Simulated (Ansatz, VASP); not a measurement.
Two plane-wave programs on HfH2

```
Hf H
1.0
    -1.71322    1.71322    2.12313
     1.71322   -1.71322    2.12313
     1.71322    1.71322   -2.12313
Hf H
1 2
Direct
  0.00000 0.00000 0.00000
  0.25000 0.75000 0.50000
  0.75000 0.25000 0.50000
```

Change from the starting cell: volume scaled by 0.97, PAW files.

Alike in both runs: task electric field gradients; functional LDA; k mesh 15 × 15 × 15; occupations fermi-dirac, width 0.03 eV; no spin polarisation.

|  | VASP | Ansatz |
| --- | --- | --- |
| version | VASP 6.6.1 | Ansatz 0.2.0 |
| potentials or method | VASP PAW LDA potentials, release 64 (Hf_pv, H) | PAW with Ansatz's default frozen-core files, scalar-relativistic |
| plane-wave cutoff (eV) | 520 | 420 |
| valence electrons in the cell | 12 | 28 |

Ansatz gave:

| Item | Value |
| --- | --- |
| pressure (GPa) | -0.3 |
| traceless stress, the component that is largest in VASP (GPa) | -0.82 |
| size of Vzz on the site where it differs most (V/Å²) | 36.0 |

Question: What did VASP give for the same quantities?

Answer: Pressure (GPa): -0.3; traceless stress, the component that is largest in VASP (GPa): -0.82; size of Vzz on the site where it differs most (V/Å²): 29.2.

LDA's correlation is that of Perdew and Zunger in VASP and of Perdew and Wang (1992) in Ansatz. VASP's potentials hold 12 valence electrons a cell and Ansatz's 28, so a difference there can come from the potentials and not from the codes.

Neither program's run includes spin-orbit coupling.
